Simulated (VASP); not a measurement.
# Ge in VASP: notebook, part 3 of 3

VASP 6.6.1. Earlier steps stand in the parts before.

### Step 6. Electric field gradients, PBEsol

File INCAR:

```
PREC = Accurate ; ENCUT = 520
EDIFF = 1E-8 ; ISMEAR = -1
SIGMA = 0.05 ; LREAL = F
LASPH = T ; NELM = 80
ALGO = Normal ; ISIF = 2
LWAVE = F ; LCHARG = F
GGA = PS ; LEFG = T
NBANDS = 21
```

File KPOINTS:

```
Automatic mesh
0
Gamma
  11 11 11
```

File POSCAR:

```
Ge
1.0
    0.0000000000      2.8287700000      2.8287700000
    2.8287700000      0.0000000000      2.8287700000
    2.8287700000      2.8287700000      0.0000000000
Ge
2
Direct
    0.5000000000      0.5000000000      0.5000000000
    0.7500000000      0.7500000000      0.7500000000
```

Potentials or basis: VASP PAW PBE potentials, release 64 (Ge_d).

Launch:

```bash
> cat potpaw_PBE.64/Ge_d/POTCAR > POTCAR
> mpirun -np 1 vasp_std > vasp.out
```

OUTCAR:

```text
PREC = Accurate
   ENCUT = 520
   EDIFF = 1E-8
   ISMEAR = -1
   LREAL = F
   LASPH = T
   NELM = 80
   ISIF = 2
   GGA = PS

 ion  position               nearest neighbor table
   1  0.500  0.500  0.500-   2 2.45   2 2.45   2 2.45   2 2.45
   2  0.750  0.750  0.750-   1 2.45   1 2.45   1 2.45   1 2.45

  LATTYP: Found a face centered cubic cell.
 ALAT       =     5.6575400000

  Lattice vectors:

 A1 = (   0.0000000000,   2.8287700000,   2.8287700000)
 A2 = (   2.8287700000,   0.0000000000,   2.8287700000)
 A3 = (   2.8287700000,   2.8287700000,   0.0000000000)

Analysis of symmetry for initial positions (statically):
=====================================================================
 Subroutine PRICEL returns:
 Original cell was already a primitive cell.

 Routine SETGRP: Setting up the symmetry group for a
 face centered cubic supercell.

 Subroutine GETGRP returns: Found 48 space group operations
 (whereof 24 operations were pure point group operations)
 out of a pool of 48 trial point group operations.

The static configuration has the point symmetry T_d .
 The point group associated with its full space group is O_h .

Analysis of symmetry for dynamics (positions and initial velocities):
=====================================================================
 Subroutine PRICEL returns:
 Original cell was already a primitive cell.

 Routine SETGRP: Setting up the symmetry group for a
 face centered cubic supercell.

 Subroutine GETGRP returns: Found 48 space group operations
 (whereof 24 operations were pure point group operations)
 out of a pool of 48 trial point group operations.

[... 156 lines left out ...]
 k-point     1 :       0.0000    0.0000    0.0000
  band No.  band energies     occupation
      1     -19.9006      2.00000
      2     -19.9006      2.00000
      3     -19.9006      2.00000
      4     -19.8640      2.00000
      5     -19.8640      2.00000
      6     -19.6518      2.00000
[... 565 lines left out ...]
     20      14.3600      0.00000
     21      14.6170      0.00000

 [... further k-points ...]

------------------------ aborting loop because EDIFF is reached ----------------------------------------

  FORCE on cell =-STRESS in cart. coord.  units (eV):
  Direction    XX          YY          ZZ          XY          YZ          ZX
  --------------------------------------------------------------------------------------
  -------------------------------------------------------------------------------------
  Total        0.1633499      0.1633499      0.1633499      0.0000000      0.0000000      0.0000000
  in kB        5.7810486      5.7810486      5.7810486      0.0000000      0.0000000      0.0000000
  external PRESSURE =       5.7810486 kB  Pullay stress =       0.0000000 kB

 VOLUME and BASIS-vectors are now :
 -----------------------------------------------------------------------------
  energy-cutoff  :      520.00
  volume of cell :       45.27
      direct lattice vectors                 reciprocal lattice vectors
     0.000000000  2.828770000  2.828770000    -0.176755268  0.176755268  0.176755268
     2.828770000  0.000000000  2.828770000     0.176755268 -0.176755268  0.176755268
     2.828770000  2.828770000  0.000000000     0.176755268  0.176755268 -0.176755268

 POSITION                                       TOTAL-FORCE (eV/Angst)
 -----------------------------------------------------------------------------------
      2.82877      2.82877      2.82877         0.000000      0.000000      0.000000
      4.24315      4.24315      4.24315        -0.000000     -0.000000     -0.000000
 -----------------------------------------------------------------------------------
    total drift:                                0.000000     -0.000000     -0.000000

  FREE ENERGIE OF THE ION-ELECTRON SYSTEM (eV)
  ---------------------------------------------------
  free  energy   TOTEN  =        -9.8722510016 eV

  energy  without entropy=       -9.8717115066  energy(sigma->0) =       -9.87198125

 Electric field gradients (V/A^2)
---------------------------------------------------------------------
 ion       V_xx      V_yy      V_zz      V_xy      V_xz      V_yz
---------------------------------------------------------------------
   1      -0.000    -0.000     0.000     0.004     0.004     0.004
   2      -0.000    -0.000    -0.000     0.004     0.004     0.004
---------------------------------------------------------------------

 Electric field gradients after diagonalization (V/A^2)
 (convention: |V_zz| > |V_xx| > |V_yy|)
----------------------------------------------------------------------
 ion       V_xx      V_yy      V_zz     asymmetry (V_yy - V_xx)/ V_zz
----------------------------------------------------------------------
   1      -0.004    -0.004     0.007       0.000
   2      -0.004    -0.004     0.007       0.000
----------------------------------------------------------------------

           NMR quadrupolar parameters

 Cq : quadrupolar parameter    Cq=e*Q*V_zz/h
 eta: asymmetry parameters     (V_yy - V_xx)/ V_zz
 Q  : nuclear electric quadrupole moment in mb (millibarn)
----------------------------------------------------------------------
 ion       Cq(MHz)       eta       Q (mb)
----------------------------------------------------------------------
   1       0.000       0.000       1.000
   2       0.000       0.000       1.000
----------------------------------------------------------------------
```

OSZICAR:

```text
N       E                     dE             d eps       ncg     rms          rms(c)
DAV:   1     0.189909019360E+03    0.18991E+03   -0.14667E+04  2641   0.365E+03
DAV:   2     0.175557471927E+02   -0.17235E+03   -0.16668E+03  2367   0.606E+02
DAV:   3    -0.913512492571E+01   -0.26691E+02   -0.26521E+02  2687   0.142E+02
DAV:   4    -0.100103337190E+02   -0.87521E+00   -0.87478E+00  2647   0.305E+01
DAV:   5    -0.100245753139E+02   -0.14242E-01   -0.14241E-01  2687   0.428E+00    0.326E+00
DAV:   6    -0.992072820747E+01    0.10385E+00   -0.36174E-02  3140   0.227E+00    0.186E+00
DAV:   7    -0.987113067879E+01    0.49598E-01   -0.58906E-02  2574   0.242E+00    0.158E-01
DAV:   8    -0.987213840154E+01   -0.10077E-02   -0.67683E-03  2644   0.114E+00    0.504E-02
DAV:   9    -0.987223425746E+01   -0.95856E-04   -0.23445E-04  2770   0.219E-01    0.118E-02
DAV:  10    -0.987225042357E+01   -0.16166E-04   -0.21277E-05  2943   0.374E-02    0.547E-03
DAV:  11    -0.987225144245E+01   -0.10189E-05   -0.54046E-06  3205   0.379E-02    0.156E-03
DAV:  12    -0.987225104512E+01    0.39733E-06   -0.93535E-07  3200   0.189E-02    0.281E-04
DAV:  13    -0.987225101771E+01    0.27409E-07   -0.19856E-08  2240   0.139E-03    0.126E-04
DAV:  14    -0.987225099933E+01    0.18381E-07   -0.44794E-09  1546   0.124E-03    0.311E-05
DAV:  15    -0.987225100164E+01   -0.23047E-08   -0.76670E-10  1366   0.401E-04
   1 F= -.98722510E+01 E0= -.98719813E+01  d E =-.539495E-03
```

stdout:

```text
POSCAR found type information on POSCAR Ge
 POSCAR found :  1 types and       2 ions
 scaLAPACK will be used
 -----------------------------------------------------------------------------
|                                                                             |
|                                                                             |
|     You enforced a specific xc type in the INCAR file but a different       |
|     I HOPE YOU KNOW WHAT YOU ARE DOING!                                     |
|                                                                             |
 -----------------------------------------------------------------------------

 LDA part: xc-table for (Slater+PW92), standard interpolation
 POSCAR, INCAR and KPOINTS ok, starting setup
 FFT: planning ... GRIDC
 FFT: planning ... GRID_SOFT
 FFT: planning ... GRID
 WAVECAR not read
 entering main loop
ion   1

ion   2
```

Wall time 52 s (1 thread of Intel Xeon Platinum 8259CL at 2.50GHz (Skylake/Cascade Lake), shared host); peak memory 0.18 GiB.

Results:

```yaml
Free_energy: -9.8723 eV
Pressure: 0.6 GPa
Band_gap_on_the_k_mesh: zero (filled and empty bands touch)
Largest_electric_field_gradient_by_atom: zero within the noise of the run
```

Levels at points of the mesh, in eV from the Fermi level:
```
           k point  band 10  band 11  band 12  band 13  band 14  band 15  band 16  band 17  band 18  band 19
(0.00, 0.00, 0.00)   -24.53   -12.82    -0.03    -0.03    -0.03    -0.03     2.51     2.51     2.51     6.19
```

Caveat: semilocal functionals underestimate gaps, so a narrow gap can read as zero; the PAW data sets were made with another functional, which shifts forces and pressure a little.

### Step 7. Overview

```csv
cell,gap on the mesh (eV),pressure (GPa),largest force (eV/Å)
"a = 3.961 Å, angles 61.3°, 2 atoms",none,0.7,0.34
"a = 3.981 Å, angles 60.7°, 2 atoms",0.02,0.6,0.16
"a = 4.021 Å, angles 59.3°, 2 atoms",none,0.6,0.14
"a = 3.987 Å, angles 60.0°, 2 atoms",0.09,1.3,-
"a = 4.000 Å, angles 60.0°, 2 atoms",none,0.6,-
```

Alike in all rows: task electric field gradients; level PBEsol; potentials or basis VASP PAW PBE potentials, release 64 (Ge_d); no spin polarisation; k mesh 11 × 11 × 11; cutoff (eV) 520; smearing fermi-dirac 0.05 eV.

Caveats: the PAW data sets were made with another functional, which shifts forces and pressure a little; semilocal functionals underestimate gaps, so a narrow gap can read as zero (at least some runs); an odd mesh through Γ misses points on the zone boundary, where band edges can lie (at least some runs).

Absolute energies hang on the potentials; compare differences alone.

### Step 8. Against experiment

Step 6. Measured gap of Ge: 0.807 eV (direct; 300 K; “Electronic and optical properties of SixGe1-x-ySny alloys lattice-matched to Ge”, 2021, arxiv:2109.02782). This calculation gives 0.00 eV (-0.81 eV). 3 values of this kind are on record (0.666 to 0.807 eV); this one was drawn at random among those near their median. Spin-orbit coupling on Ge is left out. The value is that of PBEsol on a finite k mesh, which can miss the band edges, without temperature or zero-point motion. Semilocal functionals fall short of measured gaps as a rule.
